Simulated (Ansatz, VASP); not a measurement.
## Two plane-wave programs on AlN

INCAR

```
SYSTEM = AlN
PREC     = Accurate       ! precision mode
ENCUT    = 520            ! plane-wave cutoff, eV
EDIFF    = 1E-6           ! SCF threshold, eV
ISMEAR   = 0              ! smearing method
SIGMA    = 0.05           ! smearing width, eV
LREAL    = .FALSE.        ! projectors in reciprocal space
LASPH    = .TRUE.         ! aspherical terms in the spheres
NELM     = 80             ! most SCF steps
ALGO     = Normal         ! electronic algorithm
ISIF     = 2              ! what is computed and relaxed
LWAVE    = .FALSE.        ! write WAVECAR
LCHARG   = .TRUE.         ! write CHGCAR
GGA      = PE             ! functional
LELF     = .TRUE.         ! ELF
LVHAR    = .TRUE.       
NBANDS   = 16             ! bands
```

KPOINTS

```
regular mesh
0
G
  12 12 6
  0 0 0
```

POSCAR

```
AlN
1.0
    2.9488460224      0.0000000000      0.0000000000
   -1.4744230112      2.5537755672      0.0000000000
    0.0000000000      0.0000000000      4.7183430894
Al N
2 2
Direct
    0.3333333333      0.6666666667      0.0000000000
    0.6666666667      0.3333333333      0.5000000000
    0.3333333333      0.6666666667      0.3800000000
    0.6666666667      0.3333333333      0.8800000000
```

Input for Ansatz:

```yaml
crystal:
  lattice:
    - [2.9488460224, 0.0, 0.0]
    - [-1.4744230112, 2.5537755672, 0.0]
    - [0.0, 0.0, 4.7183430894]
  atoms:
    - { symbol: Al, position: [0.3333333333, 0.6666666667, 0.0] }
    - { symbol: Al, position: [0.6666666667, 0.3333333333, 0.5] }
    - { symbol: "N", position: [0.3333333333, 0.6666666667, 0.38] }
    - { symbol: "N", position: [0.6666666667, 0.3333333333, 0.88] }
basis:
  ecutwfc: 420
  fft_grid_basis: typed
kpoints:
  mp_grid: { grid: [12, 12, 6] }
hamiltonian:
  xc: pbe
scf:
  occupations: { method: gaussian, width: 0.05 }
output:
  forces: true
  stress: true
  eigenvalues: true
  bader: true
  write_density: true
  volumetric_format: npy
  elf: true
```

Alike in both runs: task single point; functional PBE; k mesh 12 × 12 × 6; occupations gaussian, width 0.05 eV; no spin polarisation.

|  | VASP | Ansatz |
| --- | --- | --- |
| version | VASP 6.6.1 | Ansatz 0.2.0 |
| potentials or method | VASP PAW PBE potentials, release 64 (Al, N), cutoff 520 eV | scalar-relativistic, plane waves, PAW |
| valence electrons in the cell | 16 | 16 |

Ansatz gave:

- gap on the k mesh at the Fermi level (eV): 5.13
- rms of the force components (eV/Å): 0.160

Which values does VASP return?

gap on the k mesh at the Fermi level (eV): 5.12; rms of the force components (eV/Å): 0.161.

Atom by atom the forces differ by 0.001 eV/Å (rms over components). With one functional, cell and mesh, what is left measures potentials, basis and numerics.
